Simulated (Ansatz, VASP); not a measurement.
**One calculation of Hg, two programs**

```xyz
1
Lattice="0.0000 2.2470 2.2470 2.2470 0.0000 2.2470 2.2470 2.2470 0.0000" Properties=species:S:1:pos:R:3 pbc="T T T"
Hg    0.0000    0.0000    0.0000
```

Alike in both runs: task relaxation of cell and atoms; functional LDA; k mesh 16 × 16 × 16; occupations fermi-dirac, width 0.05 eV; no spin polarisation.

|  | VASP | Ansatz |
| --- | --- | --- |
| version | VASP 6.6.1 | Ansatz 0.2.0 |
| potentials or method | VASP PAW LDA potentials, release 64 (Hg) | PAW with Ansatz's default frozen-core files, scalar-relativistic |
| plane-wave cutoff (eV) | 600 | 420 |
| valence electrons in the cell | 12 | 20 |

|  | VASP | Ansatz | Ansatz less VASP |
| --- | --- | --- | --- |
| relaxed volume (Å³/atom) | 22.23 | 21.93 | -0.295 |
| relaxed cell length with the largest relative difference (Å) | 3.156 | 3.142 | -0.0140 |

LDA's correlation is that of Perdew and Zunger in VASP and of Perdew and Wang (1992) in Ansatz. VASP's potentials hold 12 valence electrons a cell and Ansatz's 20, so a difference there can come from the potentials and not from the codes.

Spin-orbit coupling is off throughout.
